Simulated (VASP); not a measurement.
# GeSb2Te4 (I422) in VASP: single point with r2SCAN+rVV10

Aim: the single point of GeSb2Te4 with r2SCAN+rVV10.

Program: VASP 6.6.1. These are calculated values, not measurements. Logs are shortened: lines on timing, memory, paths and dates and some standing lists are left out, and cuts for length are marked.

## Step 1: The cell of the first run

It takes space group I422 (No. 97, tetragonal). Conventional cell: a = 7.792 Å, b = 7.792 Å, c = 7.468 Å, α = 90.00°, β = 90.00°, γ = 90.00°. Ge (site symmetry 422) has 8 Te at 3.36 Å and 4 Sb at 3.90 Å within 4.4 Å. Sb (site symmetry 222) has 8 Te at 2.94 to 3.74 Å and 2 Sb at 3.73 Å and 2 Ge at 3.90 Å within 3.9 Å. Within 4.0 Å of Te (site symmetry 2) lie 4 Sb at 2.94 to 3.74 Å and 2 Ge at 3.36 Å and 6 Te at 3.86 to 3.95 Å.

## Step 2: Single point, r2SCAN+rVV10

Contents of POSCAR:

```
GeSb2Te4
1.0
   -3.8957988871      3.8957988871      3.7340756260
    3.8957988871     -3.8957988871      3.7340756260
    3.8957988871      3.8957988871     -3.7340756260
Ge Sb Te
1 2 4
Direct
    0.0000000000      0.0000000000      0.0000000000
    0.0000000000      0.5000000000      0.5000000000
    0.5000000000      0.0000000000      0.5000000000
    0.0436745082      0.9563254918      0.5000000000
    0.5436745082      0.0436745082      0.0873490164
    0.9563254918      0.4563254918      0.9126509836
    0.4563254918      0.5436745082      0.5000000000
```

Contents of INCAR.step1:

```
SYSTEM = GeSb2Te4
  ALGO = Normal
  EDIFF = 1E-4
  ENCUT = 520
  GGA = PE
  ISMEAR = -1
  LASPH = .TRUE.
  LCHARG = .FALSE.
  LREAL = .FALSE.
  LWAVE = .TRUE.
  NBANDS = 33
  NELM = 80
  PREC = Accurate
  SIGMA = 0.03
```

Contents of INCAR.step2:

```
SYSTEM = GeSb2Te4
  ALGO = Normal
  BPARAM = 11.95
  CPARAM = 0.0093
  EDIFF = 1E-7
  ENCUT = 520
  ISIF = 2
  ISMEAR = -1
  ISTART = 1
  IVDW_NL = 2
  LASPH = .TRUE.
  LCHARG = .FALSE.
  LMIXTAU = .TRUE.
  LREAL = .FALSE.
  LUSE_VDW = .TRUE.
  LWAVE = .FALSE.
  METAGGA = R2SCAN
  NBANDS = 33
  NELM = 80
  PREC = Accurate
  SIGMA = 0.03
```

Contents of KPOINTS:

```
k-points
0
G
  6 6 6
  0 0 0
```

Potentials or basis: VASP PAW PBE potentials, release 64 (Ge_d, Sb, Te).

Run with:

```console
$ cat potpaw_PBE.64/Ge_d/POTCAR potpaw_PBE.64/Sb/POTCAR potpaw_PBE.64/Te/POTCAR > POTCAR
$ cp INCAR.step1 INCAR
$ mpirun -np 1 vasp_std > vasp.out
$ cp INCAR.step2 INCAR
$ mpirun -np 1 vasp_std > vasp.out
```

OUTCAR:

```text
SYSTEM = GeSb2Te4
   BPARAM = 11.95
   EDIFF = 1E-7
   ENCUT = 520
   ISIF = 2
   ISMEAR = -1
   ISTART = 1
   IVDW_NL = 2
   LASPH = .TRUE.
   LREAL = .FALSE.
   METAGGA = R2SCAN
   NELM = 80
   PREC = Accurate

 ion  position               nearest neighbor table
   1  0.000  0.000  0.000-
   2  0.000  0.500  0.500-   4 2.94   5 2.94   6 2.94   7 2.94   3 3.73   3 3.73
   3  0.500  0.000  0.500-   4 2.94   5 2.94   6 2.94   7 2.94   2 3.73   2 3.73
   4  0.044  0.956  0.500-   2 2.94   3 2.94
   5  0.544  0.044  0.087-   2 2.94   3 2.94
   6  0.956  0.456  0.913-   2 2.94   3 2.94
   7  0.456  0.544  0.500-   2 2.94   3 2.94

  LATTYP: Found a body centered tetragonal cell.
 ALAT       =     7.7915977742
 C/A-ratio  =     0.9584877798

  Lattice vectors:

 A1 = (  -3.8957988871,   3.8957988871,   3.7340756260)
 A2 = (   3.8957988871,  -3.8957988871,   3.7340756260)
 A3 = (   3.8957988871,   3.8957988871,  -3.7340756260)

Analysis of symmetry for initial positions (statically):
=====================================================================
 Subroutine PRICEL returns:
 Original cell was already a primitive cell.

 Routine SETGRP: Setting up the symmetry group for a
 body centered tetragonal supercell.

 Subroutine GETGRP returns: Found  8 space group operations
 (whereof  8 operations were pure point group operations)
 out of a pool of 16 trial point group operations.

The static configuration has the point symmetry D_4 .

Analysis of symmetry for dynamics (positions and initial velocities):
=====================================================================
 Subroutine PRICEL returns:
 Original cell was already a primitive cell.

 Routine SETGRP: Setting up the symmetry group for a
 body centered tetragonal supercell.

 Subroutine GETGRP returns: Found  8 space group operations
 (whereof  8 operations were pure point group operations)
 out of a pool of 16 trial point group operations.

The dynamic configuration has the point symmetry D_4 .

 Subroutine INISYM returns: Found  8 space group operations
 (whereof  8 operations are pure point group operations),
 and found     1 'primitive' translations

----------------------------------------------------------------------------------------

                                     Primitive cell
[... 103 lines left out ...]
   EDIFFG = 0.1E-05   stopping-criterion for IOM
   NSW    =      0    number of steps for IOM
   IBRION =     -1    ionic relax: 0-MD 1-quasi-New 2-CG
   NFREE  =      0    steps in history (QN), initial steepest desc. (CG)
   ISIF   =      2    stress and relaxation
   ISYM   =      2    0-nonsym 1-usesym 2-fastsym
   POTIM  = 0.5000    time-step for ionic-motion
   TEBEG  =    0.0;   TEEND  =   0.0 temperature during run
   PSTRESS=    0.0 pullay stress
   NELECT =      48.0000    total number of electrons
   NUPDOWN=      -1.0000    fix difference up-down
   EMIN   =  10.00;   EMAX   =-10.00  energy-range for DOS
   EFERMI =   0.00;   METHOD = LEGACY
   ISMEAR =    -1;   SIGMA  =   0.03  broadening in eV -4-tet -1-fermi 0-gaus
   EFERMI_NEDOS =   21; number of points for ismear=-14 and -15
   IALGO  =     38    algorithm
   IMIX   =      4    mixing-type and parameters
     AMIX     =   0.40;   BMIX     =  1.00
     AMIX_MAG =   1.60;   BMIX_MAG =  1.00
  volume/ion in A,a.u.               =      32.38       218.54
  Fermi-wavevector in a.u.,A,eV,Ry     =   0.975760  1.843920 12.954221  0.952108
  Thomas-Fermi vector in A             =   2.106326
   LORBIT       =      0    0 simple, 1 ext, 2 COOP (PROOUT), +10 PAW based schemes
   METAGGA = R2SCAN    functional components
   LHFCALC =     F    Hartree Fock is set to
   AEXX    =    0.0000 exact exchange contribution
   IVDW_NL    =     2    kernel type
   BPARAM     =11.9500
   IVDW    =     0    specifies the selected vdW correction
   LEPSILON=     F    determine dielectric tensor
   LRPA    =     F    only Hartree local field effects (RPA)
 non-spin polarized calculation
  energy-cutoff  :      520.00
  volume of cell :      226.69
 maximum number of plane-waves:      6137
 NGX is ok and might be reduce to    50
   NGX = 25   NGY = 25   NGZ = 25

 number of electron      48.0000011 magnetization

 Free energy of the ion-electron system (eV)
  ---------------------------------------------------
  ext. energy  EPLUGINS =         0.00000000
  ---------------------------------------------------
  free energy    TOTEN  =      -163.70745509 eV

  energy without entropy =     -163.69913804  energy(sigma->0) =     -163.70329656

 E-fermi :   5.8263     XC(G=0):  -9.6638

 val. band max:        5.7989877272   @ k =   0.3333   0.0000  -0.0000
 cond. band min:       5.8306975673   @ k =  -0.1667   0.3333   0.1667
 fundamental gap:      0.0317098400
 Fermi energy:         5.8262689352

 k-point     1 :       0.0000    0.0000    0.0000
  band No.  band energies     occupation
      1     -20.3918      2.00000
      2     -20.3835      2.00000
      3     -20.3834      2.00000
      4     -20.3555      2.00000
      5     -20.3555      2.00000
      6      -8.0088      2.00000
[... 853 lines left out ...]
     32       8.8312      0.00000
     33       8.9489      0.00000

 [... further k-points ...]

------------------------ aborting loop because EDIFF is reached ----------------------------------------

  FORCE on cell =-STRESS in cart. coord.  units (eV):
  Direction    XX          YY          ZZ          XY          YZ          ZX
  --------------------------------------------------------------------------------------
  -------------------------------------------------------------------------------------
  Total       -0.0483552     -0.0483552      0.5481620      0.0000000      0.0000000      0.0000000
  in kB       -0.3417569     -0.3417569      3.8742115      0.0000000      0.0000000      0.0000000
  external PRESSURE =       1.0635659 kB  Pullay stress =       0.0000000 kB

 VOLUME and BASIS-vectors are now :
 -----------------------------------------------------------------------------
  energy-cutoff  :      520.00
  volume of cell :      226.69
      direct lattice vectors                 reciprocal lattice vectors
    -3.895798887  3.895798887  3.734075626     0.000000000  0.128343381  0.133901948
     3.895798887 -3.895798887  3.734075626     0.128343381  0.000000000  0.133901948
     3.895798887  3.895798887 -3.734075626     0.128343381  0.128343381  0.000000000

 POSITION                                       TOTAL-FORCE (eV/Angst)
 -----------------------------------------------------------------------------------
      0.00000      0.00000      0.00000        -0.000000      0.000000      0.000000
      3.89580      0.00000      0.00000        -0.000000      0.000000      0.000000
      0.00000      3.89580      0.00000        -0.000000      0.000000      0.000000
      5.50340     -1.60761      1.86704         0.014984     -0.014984     -0.000000
     -1.60761      2.28819      1.86704        -0.014984     -0.014984      0.000000
      1.60761      5.50340      1.86704         0.014984      0.014984     -0.000000
      2.28819      1.60761      1.86704        -0.014984      0.014984      0.000000
 -----------------------------------------------------------------------------------
    total drift:                               -0.000004      0.000004      0.000000

  FREE ENERGIE OF THE ION-ELECTRON SYSTEM (eV)
  ---------------------------------------------------
  free  energy   TOTEN  =      -163.7074550890 eV

  energy  without entropy=     -163.6991380355  energy(sigma->0) =     -163.70329656
```

OUTCAR.step1:

```text
SYSTEM = GeSb2Te4
   EDIFF = 1E-4
   ENCUT = 520
   GGA = PE
   ISMEAR = -1
   LASPH = .TRUE.
   LREAL = .FALSE.
   NELM = 80
[... 1103 lines left out ...]
     -1.60761      2.28819      1.86704        -0.135575     -0.135575     -0.000000
      1.60761      5.50340      1.86704         0.135575      0.135575      0.000000
      2.28819      1.60761      1.86704        -0.135575      0.135575      0.000000
 -----------------------------------------------------------------------------------
    total drift:                               -0.000001      0.000001     -0.000000

  FREE ENERGIE OF THE ION-ELECTRON SYSTEM (eV)
  ---------------------------------------------------
  free  energy   TOTEN  =       -24.0272470036 eV

  energy  without entropy=      -24.0186260407  energy(sigma->0) =      -24.02293652
```

OSZICAR.step1:

```text
N       E                     dE             d eps       ncg     rms          rms(c)
DAV:   1     0.347968528608E+03    0.34797E+03   -0.18279E+04  2350   0.164E+03
DAV:   2     0.260471733662E+02   -0.32192E+03   -0.30517E+03  2183   0.415E+02
DAV:   3    -0.214946153296E+02   -0.47542E+02   -0.45068E+02  2506   0.115E+02
DAV:   4    -0.241576483556E+02   -0.26630E+01   -0.26251E+01  2230   0.319E+01
DAV:   5    -0.242516488176E+02   -0.94000E-01   -0.93753E-01  2741   0.627E+00    0.114E+01
DAV:   6    -0.240288235308E+02    0.22283E+00   -0.30493E-01  2279   0.322E+00    0.789E+00
DAV:   7    -0.240278972178E+02    0.92631E-03   -0.15090E-01  2245   0.154E+00    0.141E+00
DAV:   8    -0.240267760825E+02    0.11211E-02   -0.81337E-03  2281   0.515E-01    0.464E-01
DAV:   9    -0.240272204478E+02   -0.44437E-03   -0.21277E-03  2397   0.207E-01    0.973E-02
DAV:  10    -0.240272470036E+02   -0.26556E-04   -0.89795E-05  1235   0.612E-02
   1 F= -.24027247E+02 E0= -.24022937E+02  d E =-.862096E-02
```

Wall time 30 min (1 thread of Intel Xeon 8259CL, shared host); peak memory 0.96 GiB.

Results:

```yaml
Free_energy: -163.7075 eV
Pressure: 0.1 GPa
Largest_force: 0.021 eV/Å
Band_gap_on_the_k_mesh: zero (bands 24 and 25 overlap by 1.13 eV)
```

Forces in eV/Å, atoms in the order of the input:
```
Ge   0.000  0.000  0.000
Sb   0.000  0.000  0.000
Sb   0.000  0.000  0.000
Te   0.015 -0.015  0.000
Te  -0.015 -0.015  0.000
Te   0.015  0.015  0.000
Te  -0.015  0.015  0.000
```

Stress tensor (GPa, compression positive):
```
-0.03  0.00  0.00
 0.00 -0.03  0.00
 0.00  0.00  0.39
```

Levels at points of the mesh, in eV from the Fermi level:
| k point | band 20 | band 21 | band 22 | band 23 | band 24 | band 25 | band 26 | band 27 | band 28 | band 29 |
| --- | --- | --- | --- | --- | --- | --- | --- | --- | --- | --- |
| (0.00, 0.00, 0.00) | -1.88 | -1.88 | -0.39 | -0.07 | 0.70 | 2.17 | 2.17 | 2.47 | 2.95 | 2.95 |
| (0.50, 0.00, 0.00) | -2.27 | -1.60 | -1.53 | -1.30 | -1.05 | 0.17 | 0.36 | 1.13 | 1.93 | 1.93 |
| (0.50, 0.50, 0.00) | -2.16 | -2.10 | -1.82 | -1.12 | -0.52 | -0.21 | 0.42 | 0.84 | 2.03 | 2.39 |
| (0.50, 0.50, 0.50) | -1.73 | -1.73 | -0.98 | -0.49 | -0.49 | 0.11 | 0.11 | 0.38 | 0.54 | 0.97 |

Caveat: the PAW data sets were made with another functional, which shifts forces and pressure a little; spin-orbit coupling is left out, which moves the levels of the heavy elements.
